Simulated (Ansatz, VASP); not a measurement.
## One calculation of Al3GaN4, two programs

Contents of INCAR:

```
PREC     = Accurate       # precision mode
ENCUT    = 520            # plane-wave cutoff, eV
EDIFF    = 1E-6           # SCF threshold, eV
ISMEAR   = 0              # smearing method
SIGMA    = 0.05           # smearing width, eV
LREAL    = False          # projectors in reciprocal space
LASPH    = True           # aspherical terms in the spheres
NELM     = 80             # most SCF steps
ALGO     = Normal         # electronic algorithm
ISIF     = 2              # what is computed and relaxed
LWAVE    = False          # write WAVECAR
LCHARG   = False          # write CHGCAR
GGA      = PS             # functional
NBANDS   = 31             # bands
```

File KPOINTS:

```
regular mesh
0
Gamma
  6 6 6
```

File POSCAR:

```
Al3GaN4
1.0
    4.3189760727     -0.2423915143     -0.2423915143
   -0.2423915143      4.3189760727     -0.2423915143
   -0.2423915143     -0.2423915143      4.3189760727
Al Ga N
3 1 4
Direct
    0.5000000000      0.5000000000      0.0000000000
    0.5000000000      0.0000000000      0.5000000000
    0.0000000000      0.5000000000      0.5000000000
    0.0000000000      0.0000000000      0.0000000000
    0.7447140287      0.7447140287      0.2552859713
    0.7447140287      0.2552859713      0.7447140287
    0.2552859713      0.7447140287      0.7447140287
    0.2552859713      0.2552859713      0.2552859713
```

Input for Ansatz:

```yaml
crystal:
  lattice:
    - [4.3189760727, -0.2423915143, -0.2423915143]
    - [-0.2423915143, 4.3189760727, -0.2423915143]
    - [-0.2423915143, -0.2423915143, 4.3189760727]
  atoms:
    - { symbol: Al, position: [0.5, 0.5, 0.0] }
    - { symbol: Al, position: [0.5, 0.0, 0.5] }
    - { symbol: Al, position: [0.0, 0.5, 0.5] }
    - { symbol: Ga, position: [0.0, 0.0, 0.0] }
    - { symbol: "N", position: [0.7447140287, 0.7447140287, 0.2552859713] }
    - { symbol: "N", position: [0.7447140287, 0.2552859713, 0.7447140287] }
    - { symbol: "N", position: [0.2552859713, 0.7447140287, 0.7447140287] }
    - { symbol: "N", position: [0.2552859713, 0.2552859713, 0.2552859713] }
basis:
  ecutwfc: 520.0
kpoints:
  mp_grid: { grid: [6, 6, 6] }
hamiltonian:
  xc: pbesol
scf:
  occupations: { method: gaussian, width: 0.05 }
output:
  forces: true
  stress: true
  eigenvalues: true
```

Change from the starting cell: equal engineering shear yz, xz and xy -0.1100, equal normal strain along x, y and z -0.0200.

Alike in both runs: task single point; functional PBEsol; k mesh 6 × 6 × 6; occupations gaussian, width 0.05 eV; no spin polarisation.

```csv
,VASP,Ansatz
version,VASP 6.6.1,Ansatz 0.2.0
potentials or method,"VASP PAW PBE potentials, release 64 (Al, Ga_d, N), cutoff 520 eV","scalar-relativistic, plane waves, PAW"
valence electrons in the cell,42,42
```

Ansatz gave:

```
gap on the k mesh at the Fermi level (eV)                     : 2.65
least direct gap on the mesh (eV)                             : 2.65
pressure (GPa)                                                : 26.6
traceless stress, the component that is largest in VASP (GPa) : 35.18
rms of the force components (eV/Å)                            : 2.660
```

Which values does VASP return?

gap on the k mesh at the Fermi level (eV): 2.63; least direct gap on the mesh (eV): 2.63; pressure (GPa): 26.7; traceless stress, the component that is largest in VASP (GPa): 35.52; rms of the force components (eV/Å): 2.688.

VASP's potentials were made for PBE, not for PBEsol. Atom by atom the forces differ by 0.057 eV/Å (rms over components). The functional is the same, so the differences come from potentials, cutoffs and numerics.
